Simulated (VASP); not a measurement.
Bi2Te3, 5 atoms in the cell. The structure is trigonal, space group R-3m (No. 166). Conventional cell: a = 4.415 Å, b = 4.415 Å, c = 30.699 Å, α = 90.00°, β = 90.00°, γ = 120.00°. Within 4.1 Å of Bi (site symmetry 3m) lie 6 Te at 3.09 to 3.27 Å. Te (site symmetry -3m) has 6 Bi at 3.27 Å and 12 Te at 4.42 to 4.58 Å within 4.6 Å. Te (site symmetry 3m) has 3 Bi at 3.09 Å and 3 Te at 3.66 Å within 4.1 Å. 

| Item | Value |
| --- | --- |
| Program | VASP 6.6.1 |
| Task | electric field gradients |
| Functional | PBE |
| Potentials or basis | VASP PAW PBE potentials, release 64 (Bi_d, Te) |
| Cutoff | 520 eV |
| k mesh | 7 × 7 × 7 |
| Occupations | fermi-dirac, width 0.08 eV |
| Spin | no spin polarisation |
| Dipole correction | no |
| Further INCAR settings | ALGO = Normal; EDIFF = 1e-08; NBANDS = 32 |

Potentials or basis: VASP PAW PBE potentials, release 64 (Bi_d, Te).

Launch:

```console
$ cat potpaw_PBE.64/Bi_d/POTCAR potpaw_PBE.64/Te/POTCAR > POTCAR
$ mpirun -np 1 vasp_std > vasp.out
```

Hardware: 1 thread of Intel(R) Xeon(R) Platinum 8375C CPU @ 2.90GHz (Ice Lake) (shared host).

Question: Estimate the wall time of this run.

Answer: Wall time 31 min on 1 thread of Intel(R) Xeon(R) Platinum 8375C CPU @ 2.90GHz (Ice Lake), on a shared host, peak memory 1 GiB. Counts: scf iterations 18, k points 44.
